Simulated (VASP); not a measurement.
# GaAs (F-43m) in VASP: a series of runs, part 2 of 2

VASP 6.6.1. The steps go on from the part before.

## Step 3: Electric field gradients, LDA (volume scaled by 0.97)

INCAR

```
PREC = Accurate ; ENCUT = 520
EDIFF = 1E-8 ; ISMEAR = -1
SIGMA = 0.05 ; LREAL = F
LASPH = T ; NELM = 80
ALGO = Normal ; ISIF = 2
LWAVE = F ; LCHARG = F
LEFG = T ; NBANDS = 16
```

KPOINTS

```
regular mesh
0
Gamma
  11 11 11
```

POSCAR

```
GaAs
1.0
    0.0000000000      2.7982940072      2.7982940072
    2.7982940072      0.0000000000      2.7982940072
    2.7982940072      2.7982940072      0.0000000000
Ga As
1 1
Direct
    0.0000000000      0.0000000000      0.0000000000
    0.7500000000      0.7500000000      0.7500000000
```

Potentials or basis: VASP PAW LDA potentials, release 64 (Ga_d, As).

Started as:

```
$ cat potpaw_LDA.64/Ga_d/POTCAR potpaw_LDA.64/As/POTCAR > POTCAR
$ mpirun -np 1 vasp_std > vasp.out
```

OUTCAR:

```text
PREC = Accurate
   ENCUT = 520
   EDIFF = 1E-8
   ISMEAR = -1
   LREAL = F
   LASPH = T
   NELM = 80
   ISIF = 2

 ion  position               nearest neighbor table
   1  0.000  0.000  0.000-   2 2.42   2 2.42   2 2.42   2 2.42
   2  0.750  0.750  0.750-   1 2.42   1 2.42   1 2.42   1 2.42

  LATTYP: Found a face centered cubic cell.
 ALAT       =     5.5965880144

  Lattice vectors:

 A1 = (   0.0000000000,   2.7982940072,   2.7982940072)
 A2 = (   2.7982940072,   0.0000000000,   2.7982940072)
 A3 = (   2.7982940072,   2.7982940072,   0.0000000000)

Analysis of symmetry for initial positions (statically):
=====================================================================
 Subroutine PRICEL returns:
 Original cell was already a primitive cell.

 Routine SETGRP: Setting up the symmetry group for a
 face centered cubic supercell.

 Subroutine GETGRP returns: Found 24 space group operations
 (whereof 24 operations were pure point group operations)
 out of a pool of 48 trial point group operations.

The static configuration has the point symmetry T_d .

Analysis of symmetry for dynamics (positions and initial velocities):
=====================================================================
 Subroutine PRICEL returns:
 Original cell was already a primitive cell.

 Routine SETGRP: Setting up the symmetry group for a
 face centered cubic supercell.

 Subroutine GETGRP returns: Found 24 space group operations
 (whereof 24 operations were pure point group operations)
 out of a pool of 48 trial point group operations.

The dynamic configuration has the point symmetry T_d .

 Subroutine INISYM returns: Found 24 space group operations
 (whereof 24 operations are pure point group operations),
[... 148 lines left out ...]
 fundamental gap:      0.5632398954
 Fermi energy:         4.4155650135

 k-point     1 :       0.0000    0.0000    0.0000
  band No.  band energies     occupation
      1     -10.8897      2.00000
      2     -10.8897      2.00000
      3     -10.8897      2.00000
      4     -10.8039      2.00000
      5     -10.8039      2.00000
      6      -8.8912      2.00000
[... 433 lines left out ...]
      3     -10.8705      2.00000
      4     -10.8074      2.00000
      5     -10.8018      2.00000
      6      -7.8901      2.00000
[... 8 lines left out ...]
     15      14.3279      0.00000
     16      15.0639      0.00000

 [... further k-points ...]
[... 5 lines left out ...]
  --------------------------------------------------------------------------------------
  -------------------------------------------------------------------------------------
  Total        0.1613617      0.1613617      0.1613617     -0.0000000      0.0000000     -0.0000000
  in kB        5.8993061      5.8993061      5.8993061     -0.0000000      0.0000000     -0.0000000
  external PRESSURE =       5.8993061 kB  Pullay stress =       0.0000000 kB

 VOLUME and BASIS-vectors are now :
 -----------------------------------------------------------------------------
  energy-cutoff  :      520.00
  volume of cell :       43.82
      direct lattice vectors                 reciprocal lattice vectors
     0.000000000  2.798294007  2.798294007    -0.178680295  0.178680295  0.178680295
     2.798294007  0.000000000  2.798294007     0.178680295 -0.178680295  0.178680295
     2.798294007  2.798294007  0.000000000     0.178680295  0.178680295 -0.178680295

 POSITION                                       TOTAL-FORCE (eV/Angst)
 -----------------------------------------------------------------------------------
      0.00000      0.00000      0.00000         0.000000      0.000000      0.000000
      4.19744      4.19744      4.19744        -0.000000     -0.000000     -0.000000
 -----------------------------------------------------------------------------------
    total drift:                                0.000001      0.000001      0.000000

  FREE ENERGIE OF THE ION-ELECTRON SYSTEM (eV)
  ---------------------------------------------------
  free  energy   TOTEN  =        -9.6412302856 eV

  energy  without entropy=       -9.6412220504  energy(sigma->0) =       -9.64122617

 Electric field gradients (V/A^2)
---------------------------------------------------------------------
 ion       V_xx      V_yy      V_zz      V_xy      V_xz      V_yz
---------------------------------------------------------------------
   1      -0.000    -0.000    -0.000    -0.004    -0.004    -0.004
   2      -0.000    -0.000    -0.000     0.000     0.000     0.000
---------------------------------------------------------------------

 Electric field gradients after diagonalization (V/A^2)
 (convention: |V_zz| > |V_xx| > |V_yy|)
----------------------------------------------------------------------
 ion       V_xx      V_yy      V_zz     asymmetry (V_yy - V_xx)/ V_zz
----------------------------------------------------------------------
   1       0.004     0.004    -0.007       0.000
   2      -0.000    -0.000     0.000       0.000
----------------------------------------------------------------------

           NMR quadrupolar parameters

 Cq : quadrupolar parameter    Cq=e*Q*V_zz/h
 eta: asymmetry parameters     (V_yy - V_xx)/ V_zz
 Q  : nuclear electric quadrupole moment in mb (millibarn)
----------------------------------------------------------------------
 ion       Cq(MHz)       eta       Q (mb)
----------------------------------------------------------------------
   1      -0.000       0.000       1.000
   2       0.000       0.000       1.000
----------------------------------------------------------------------
```

OSZICAR:

```text
N       E                     dE             d eps       ncg     rms          rms(c)
DAV:   1     0.855441296909E+02    0.85544E+02   -0.90665E+03  1832   0.157E+03
DAV:   2    -0.311154362265E+01   -0.88656E+02   -0.85082E+02  2096   0.318E+02
DAV:   3    -0.977212904647E+01   -0.66606E+01   -0.66414E+01  2144   0.676E+01
DAV:   4    -0.987589954350E+01   -0.10377E+00   -0.10375E+00  2272   0.931E+00
DAV:   5    -0.987739592444E+01   -0.14964E-02   -0.14963E-02  2224   0.100E+00    0.309E+00
DAV:   6    -0.968750194494E+01    0.18989E+00   -0.21782E-01  2776   0.836E+00    0.181E+00
DAV:   7    -0.964443172464E+01    0.43070E-01   -0.65825E-02  2520   0.192E+00    0.524E-01
DAV:   8    -0.964125366351E+01    0.31781E-02   -0.91261E-03  2192   0.105E+00    0.114E-01
DAV:   9    -0.964122051705E+01    0.33146E-04   -0.68466E-04  2216   0.316E-01    0.403E-02
DAV:  10    -0.964122563533E+01   -0.51183E-05   -0.42885E-05  2760   0.729E-02    0.212E-02
DAV:  11    -0.964123041996E+01   -0.47846E-05   -0.70890E-06  2032   0.406E-02    0.284E-03
DAV:  12    -0.964123028442E+01    0.13554E-06   -0.56537E-07  2584   0.112E-02    0.212E-03
DAV:  13    -0.964123028558E+01   -0.11664E-08   -0.76107E-08  2336   0.230E-03
   1 F= -.96412303E+01 E0= -.96412262E+01  d E =-.823522E-05
```

It took 20 s on 1 thread of Intel Xeon 6975P-C (Granite Rapids), shared host; peak memory 0.17 GiB.

Results:

```
Free energy            : -9.6412 eV
Pressure               : 0.6 GPa
Band gap on the k mesh : 0.56 eV, direct
```

Levels at points of the mesh, in eV from the valence-band top:
| k point | band 7 | band 8 | band 9 | band 10 | band 11 | band 12 |
| --- | --- | --- | --- | --- | --- | --- |
| (0.00, 0.00, 0.00) | 0.00 | 0.00 | 0.00 | 0.56 | 3.68 | 3.68 |

Caveat: the cell differs from its parent crystal (volume scaled by 0.97); without QUAD_EFG the Cq values of the log hold for a quadrupole moment of 1 mb, not for the nuclei. A k mesh can miss the band edges.

## Step 4: Electric field gradients, LDA

This run uses another cell than the first one, of 22.59 Å³/atom, 1.063 times its volume.

INCAR

```
PREC     = Accurate       # precision mode
ENCUT    = 520            # plane-wave cutoff, eV
EDIFF    = 1E-8           # SCF threshold, eV
ISMEAR   = -1             # smearing method
SIGMA    = 0.05           # smearing width, eV
LREAL    = False          # projectors in reciprocal space
LASPH    = True           # aspherical terms in the spheres
NELM     = 80             # most SCF steps
ALGO     = Normal         # electronic algorithm
ISIF     = 2              # what is computed and relaxed
LWAVE    = False          # write WAVECAR
LCHARG   = False          # write CHGCAR
LEFG     = True         
NBANDS   = 16             # bands
```

KPOINTS is that of step 3.

POSCAR

```
GaAs
1.0
    0.0000000000      2.8268500000      2.8268500000
    2.8268500000      0.0000000000      2.8268500000
    2.8268500000      2.8268500000      0.0000000000
Ga As
1 1
Direct
    0.0000000000      0.0000000000      0.0000000000
    0.7500000000      0.7500000000      0.7500000000
```

Potentials or basis: VASP PAW LDA potentials, release 64 (Ga_d, As).

Started as:

```
$ cat potpaw_LDA.64/Ga_d/POTCAR potpaw_LDA.64/As/POTCAR > POTCAR
$ mpirun -np 1 vasp_std > vasp.out
```

OUTCAR:

```text
PREC = Accurate
   ENCUT = 520
   EDIFF = 1E-8
   ISMEAR = -1
   LREAL = False
   LASPH = True
   NELM = 80
   ISIF = 2

 ion  position               nearest neighbor table
   1  0.000  0.000  0.000-   2 2.45   2 2.45   2 2.45   2 2.45
   2  0.750  0.750  0.750-   1 2.45   1 2.45   1 2.45   1 2.45

  LATTYP: Found a face centered cubic cell.
 ALAT       =     5.6537000000

  Lattice vectors:

 A1 = (   0.0000000000,   2.8268500000,   2.8268500000)
 A2 = (   2.8268500000,   0.0000000000,   2.8268500000)
 A3 = (   2.8268500000,   2.8268500000,   0.0000000000)

Analysis of symmetry for initial positions (statically):
=====================================================================
 Subroutine PRICEL returns:
 Original cell was already a primitive cell.

 Routine SETGRP: Setting up the symmetry group for a
 face centered cubic supercell.

 Subroutine GETGRP returns: Found 24 space group operations
 (whereof 24 operations were pure point group operations)
 out of a pool of 48 trial point group operations.

The static configuration has the point symmetry T_d .

Analysis of symmetry for dynamics (positions and initial velocities):
=====================================================================
 Subroutine PRICEL returns:
 Original cell was already a primitive cell.

 Routine SETGRP: Setting up the symmetry group for a
 face centered cubic supercell.

 Subroutine GETGRP returns: Found 24 space group operations
 (whereof 24 operations were pure point group operations)
 out of a pool of 48 trial point group operations.

The dynamic configuration has the point symmetry T_d .

 Subroutine INISYM returns: Found 24 space group operations
 (whereof 24 operations are pure point group operations),
 and found     1 'primitive' translations

----------------------------------------------------------------------------------------

                                     Primitive cell

  volume of cell :      45.1792

  direct lattice vectors                    reciprocal lattice vectors
     0.000000000  2.826850000  2.826850000    -0.176875321  0.176875321  0.176875321
     2.826850000  0.000000000  2.826850000     0.176875321 -0.176875321  0.176875321
     2.826850000  2.826850000  0.000000000     0.176875321  0.176875321 -0.176875321

  length of vectors
     3.997769609  3.997769609  3.997769609     0.306357042  0.306357042  0.306357042

  position of ions in fractional coordinates (direct lattice)
     0.000000000  0.000000000  0.000000000
     0.750000000  0.750000000  0.750000000

  ion indices of the primitive-cell ions
   primitive index   ion index
                 1           1
                 2           2

----------------------------------------------------------------------------------------

 KPOINTS: regular mesh

Automatic generation of k-mesh.
 Grid dimensions read from file:
 generate k-points for:   11   11   11

 Generating k-lattice:

  Cartesian coordinates                     Fractional coordinates (reciprocal lattice)
[... 63 lines left out ...]
   NSW    =      0    number of steps for IOM
   IBRION =     -1    ionic relax: 0-MD 1-quasi-New 2-CG
   NFREE  =      0    steps in history (QN), initial steepest desc. (CG)
   ISIF   =      2    stress and relaxation
   ISYM   =      2    0-nonsym 1-usesym 2-fastsym
   POTIM  = 0.5000    time-step for ionic-motion
   TEBEG  =    0.0;   TEEND  =   0.0 temperature during run
   PSTRESS=    0.0 pullay stress
   NELECT =      18.0000    total number of electrons
   NUPDOWN=      -1.0000    fix difference up-down
   EMIN   =  10.00;   EMAX   =-10.00  energy-range for DOS
   EFERMI =   0.00;   METHOD = LEGACY
   ISMEAR =    -1;   SIGMA  =   0.05  broadening in eV -4-tet -1-fermi 0-gaus
   EFERMI_NEDOS =   21; number of points for ismear=-14 and -15
   IALGO  =     38    algorithm
   IMIX   =      4    mixing-type and parameters
     AMIX     =   0.40;   BMIX     =  1.00
     AMIX_MAG =   1.60;   BMIX_MAG =  1.00
  volume/ion in A,a.u.               =      22.59       152.44
  Fermi-wavevector in a.u.,A,eV,Ry     =   1.204628  2.276417 19.743799  1.451128
  Thomas-Fermi vector in A             =   2.340347
   LORBIT       =      0    0 simple, 1 ext, 2 COOP (PROOUT), +10 PAW based schemes
   GGA     = CA    functional components
   LHFCALC =     F    Hartree Fock is set to
   AEXX    =    0.0000 exact exchange contribution
   IVDW    =     0    specifies the selected vdW correction
   LEPSILON=     F    determine dielectric tensor
   LRPA    =     F    only Hartree local field effects (RPA)
 non-spin polarized calculation
  energy-cutoff  :      520.00
  volume of cell :       45.18
 maximum number of plane-waves:      1243
 NGX is ok and might be reduce to    30
   NGX = 15   NGY = 15   NGZ = 15

 number of electron      17.9999995 magnetization

 Free energy of the ion-electron system (eV)
  ---------------------------------------------------
  ext. energy  EPLUGINS =         0.00000000
  ---------------------------------------------------
  free energy    TOTEN  =        -9.63675465 eV

  energy without entropy =       -9.63669918  energy(sigma->0) =       -9.63672691

 E-fermi :   4.0072     XC(G=0):  -9.9125

 val. band max:        3.7998903939   @ k =   0.0000   0.0000   0.0000
 cond. band min:       4.1323505217   @ k =   0.0000   0.0000   0.0000
 fundamental gap:      0.3324601278
 Fermi energy:         4.0071899109

 k-point     1 :       0.0000    0.0000    0.0000
  band No.  band energies     occupation
      1     -11.1267      2.00000
      2     -11.1267      2.00000
      3     -11.1267      2.00000
      4     -11.0486      2.00000
      5     -11.0486      2.00000
      6      -8.9643      2.00000
[... 433 lines left out ...]
      3     -11.1094      2.00000
      4     -11.0516      2.00000
      5     -11.0465      2.00000
      6      -8.0080      2.00000
[... 8 lines left out ...]
     15      13.8929      0.00000
     16      14.5951      0.00000

 [... further k-points ...]
[... 5 lines left out ...]
  --------------------------------------------------------------------------------------
  -------------------------------------------------------------------------------------
  Total       -0.4502262     -0.4502262     -0.4502262     -0.0000000      0.0000000      0.0000000
  in kB      -15.9662551    -15.9662551    -15.9662551     -0.0000000      0.0000000      0.0000000
  external PRESSURE =     -15.9662551 kB  Pullay stress =       0.0000000 kB

 VOLUME and BASIS-vectors are now :
 -----------------------------------------------------------------------------
  energy-cutoff  :      520.00
  volume of cell :       45.18
      direct lattice vectors                 reciprocal lattice vectors
     0.000000000  2.826850000  2.826850000    -0.176875321  0.176875321  0.176875321
     2.826850000  0.000000000  2.826850000     0.176875321 -0.176875321  0.176875321
     2.826850000  2.826850000  0.000000000     0.176875321  0.176875321 -0.176875321

 POSITION                                       TOTAL-FORCE (eV/Angst)
 -----------------------------------------------------------------------------------
      0.00000      0.00000      0.00000         0.000000      0.000000      0.000000
      4.24027      4.24027      4.24027        -0.000000     -0.000000     -0.000000
 -----------------------------------------------------------------------------------
    total drift:                                0.000000      0.000000      0.000000

  FREE ENERGIE OF THE ION-ELECTRON SYSTEM (eV)
  ---------------------------------------------------
  free  energy   TOTEN  =        -9.6367546470 eV

  energy  without entropy=       -9.6366991779  energy(sigma->0) =       -9.63672691

 Electric field gradients (V/A^2)
---------------------------------------------------------------------
 ion       V_xx      V_yy      V_zz      V_xy      V_xz      V_yz
---------------------------------------------------------------------
   1      -0.000     0.000    -0.000    -0.003    -0.003    -0.003
   2      -0.000    -0.000    -0.000     0.000     0.000     0.000
---------------------------------------------------------------------

 Electric field gradients after diagonalization (V/A^2)
 (convention: |V_zz| > |V_xx| > |V_yy|)
----------------------------------------------------------------------
 ion       V_xx      V_yy      V_zz     asymmetry (V_yy - V_xx)/ V_zz
----------------------------------------------------------------------
   1       0.003     0.003    -0.006       0.000
   2      -0.000    -0.000     0.000       0.000
----------------------------------------------------------------------

           NMR quadrupolar parameters

 Cq : quadrupolar parameter    Cq=e*Q*V_zz/h
 eta: asymmetry parameters     (V_yy - V_xx)/ V_zz
 Q  : nuclear electric quadrupole moment in mb (millibarn)
----------------------------------------------------------------------
 ion       Cq(MHz)       eta       Q (mb)
----------------------------------------------------------------------
   1      -0.000       0.000       1.000
   2       0.000       0.000       1.000
----------------------------------------------------------------------
```

Wall time 22 s (1 thread of Intel Xeon 6975P-C (Granite Rapids), shared host); peak memory 0.17 GiB.

What came out:

| Item | Value |
| --- | --- |
| Free energy | -9.6368 eV |
| Pressure | -1.6 GPa |
| Band gap on the k mesh | 0.33 eV, direct |

Levels at points of the mesh, in eV from the valence-band top:
```csv
k point,band 5,band 6,band 7,band 8,band 9,band 10,band 11,band 12,band 13,band 14
"(0.00, 0.00, 0.00)",-14.85,-12.76,0.00,0.00,0.00,0.33,3.67,3.67,3.67,7.34
```

Caveat: without QUAD_EFG the Cq values of the log hold for a quadrupole moment of 1 mb, not for the nuclei.

## Step 5: Overview

```csv
cell,gap on the mesh (eV),pressure (GPa)
"a = 3.917 Å, angles 60.0°, 2 atoms",0.80,3.1
"a = 3.957 Å, angles 60.0°, 2 atoms",0.56,0.6
"a = 3.998 Å, angles 60.0°, 2 atoms",0.33,-1.6
```

Alike in all rows: task electric field gradients; level LDA; potentials or basis VASP PAW LDA potentials, release 64 (Ga_d, As); no spin polarisation; k mesh 11 × 11 × 11; cutoff (eV) 520; smearing fermi-dirac 0.05 eV.

Total energies depend on the potentials used, so only differences within one code and one set of settings carry meaning.

## Step 6: Against experiment

Step 4. Against the measured gap of GaAs, 1.412 eV (direct; 300 K; “Evidence of valence band perturbations in GaAsN/GaAs(001): A combined variable-angle spectroscopic ellipsometry and modulated photoreflectance investigation”, 2008, arxiv:0805.2212), the calculated 0.33 eV is off by -1.08 eV. So large a miss can be the level of theory's own, or it may mean another phase, state or a wrong row. 3 values of this kind are on record (1.412 to 1.51 eV); this one was drawn at random among those near their median, those with a stated uncertainty first. Spin-orbit coupling on As, Ga is left out. The value is that of LDA, without temperature or zero-point motion. Semilocal functionals fall short of measured gaps as a rule.
